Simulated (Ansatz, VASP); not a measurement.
## SnTe in VASP and in Ansatz

INCAR

```
SYSTEM = SnTe
PREC = Accurate
ENCUT = 520
EDIFF = 1E-6
ISMEAR = 0
SIGMA = 0.01
LREAL = .FALSE.
LASPH = .TRUE.
NELM = 80
ALGO = Normal
ISIF = 2
LWAVE = .FALSE.
LCHARG = .FALSE.
GGA = PE
NBANDS = 17
```

The input KPOINTS:

```
regular mesh
0
G
  10 10 10
  0 0 0
```

File POSCAR:

```
SnTe
1.0
    0.0000000000      3.2064870610      3.2064870610
    3.2064870610      0.0000000000      3.2064870610
    3.2064870610      3.2064870610      0.0000000000
Sn Te
1 1
Direct
    0.0000000000      0.0000000000      0.0000000000
    0.5000000000      0.5000000000      0.5000000000
```

Input for Ansatz:

```yaml
crystal:
  lattice:
    - [0.0, 3.206487061, 3.206487061]
    - [3.206487061, 0.0, 3.206487061]
    - [3.206487061, 3.206487061, 0.0]
  atoms:
    - { symbol: Sn, position: [0.0, 0.0, 0.0] }
    - { symbol: Te, position: [0.5, 0.5, 0.5] }
basis:
  ecutwfc: 420
kpoints:
  mp_grid: { grid: [10, 10, 10] }
  band_path: { path: [VBM, CBM], npoints: 2 }
hamiltonian:
  xc: pbe
scf:
  occupations: { method: gaussian, width: 0.01 }
output:
  forces: false
  stress: false
  eigenvalues: true
checkpoint:
  read: start.run
  write: ck
  compress: false
  write_wavefunctions: false
  write_every: 100000
```

Alike in both runs: task single point; functional PBE; k mesh 10 × 10 × 10; occupations gaussian, width 0.01 eV; no spin polarisation.

|  | VASP | Ansatz |
| --- | --- | --- |
| version | VASP 6.6.1 | Ansatz 0.2.0 |
| potentials or method | VASP PAW PBE potentials, release 64 (Sn_d, Te), cutoff 520 eV | scalar-relativistic, plane waves, PAW |
| valence electrons in the cell | 20 | 30 |

```tsv
	VASP	Ansatz	Ansatz less VASP
gap on the k mesh at the Fermi level (eV)	0.06	0.06	0.000
least direct gap on the mesh (eV)	0.06	0.06	0.000
```

VASP's potentials hold 20 valence electrons a cell and Ansatz's 30, so a difference there can come from the potentials and not from the codes.

Spin-orbit coupling is off throughout.
